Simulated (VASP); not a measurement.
Wanted: the native input for a VASP 6.6.1 run.

| Quantity | Value |
| --- | --- |
| Task | single point |
| Functional | PBE |
| Potentials or basis | VASP PAW PBE potentials, release 64 (Be, S) |
| Cutoff | 520 eV |
| k mesh | 9 × 9 × 9 |
| Occupations | gaussian, width 0.05 eV |
| Spin | no spin polarisation |
| Dipole correction | no |
| Further INCAR settings | ALGO = Normal; EDIFF = 1e-06; NBANDS = 11 |

The structure of BeS lies in POSCAR:

```
BeS
1.0
    0.0000000000      2.4250000000      2.4250000000
    2.4250000000      0.0000000000      2.4250000000
    2.4250000000      2.4250000000      0.0000000000
Be S
1 1
Direct
    0.0000000000      0.0000000000      0.0000000000
    0.7500000000      0.7500000000      0.7500000000
```

These files were run (other wordings do the same):

INCAR

```
PREC = Accurate ; ENCUT = 520
EDIFF = 1E-6 ; ISMEAR = 0
SIGMA = 0.05 ; LREAL = False
LASPH = True ; NELM = 100
ALGO = Normal ; ISIF = 2
LWAVE = False ; LCHARG = True
GGA = PE ; LELF = True
LVHAR = True ; NBANDS = 11
```

KPOINTS

```
regular mesh
0
Gamma
  9 9 9
```

Potentials or basis: VASP PAW PBE potentials, release 64 (Be, S).

The run is started by

```bash
$ cat potpaw_PBE.64/Be/POTCAR potpaw_PBE.64/S/POTCAR > POTCAR
$ mpirun -np 1 vasp_std > vasp.out
```

Results of the run:

```yaml
Pressure: 1.6 GPa
Band_gap_on_the_k_mesh: 3.20 eV, indirect (least direct gap 5.67 eV)
```

Run time: 20 s on 1 thread of Intel(R) Xeon(R) Platinum 8259CL CPU @ 2.50GHz (Skylake/Cascade Lake), with other jobs on the host, peak memory 0.15 GiB.
